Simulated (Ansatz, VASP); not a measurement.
SnS2: VASP beside Ansatz

```
Sn S
1.0
     3.66075    0.00000    0.00000
    -1.83038    3.17031    0.00000
     0.00000    0.00000    5.96178
Sn S
1 2
Direct
  0.00000 0.00000 0.00000
  0.33333 0.66667 0.24559
  0.66667 0.33333 0.75441
```

Alike in both runs: task single point; functional HSE06; k mesh 6 × 6 × 2; no spin polarisation.

|  | VASP | Ansatz |
| --- | --- | --- |
| version | VASP 6.6.1 | Ansatz 0.2.0 |
| potentials or method | VASP PAW PBE potentials, release 64 (Sn_d, S), cutoff 400 eV | plane waves |
| occupations | gaussian, width 0.01 eV | fixed |
| valence electrons in the cell | 26 | 26 |

```tsv
	VASP	Ansatz	Ansatz less VASP
gap on the k mesh at the Fermi level (eV)	2.43	2.42	-0.008
pressure (GPa)	-0.3	-0.1	+0.18
rms of the force components (eV/Å)	0.125	0.122	-0.0035
```

Atom by atom the forces differ by 0.004 eV/Å (rms over components). Ansatz's warnings: stress exchange threshold loose, stress scf threshold loose.

The k mesh is coarse, so the values compare programs but aren't converged.
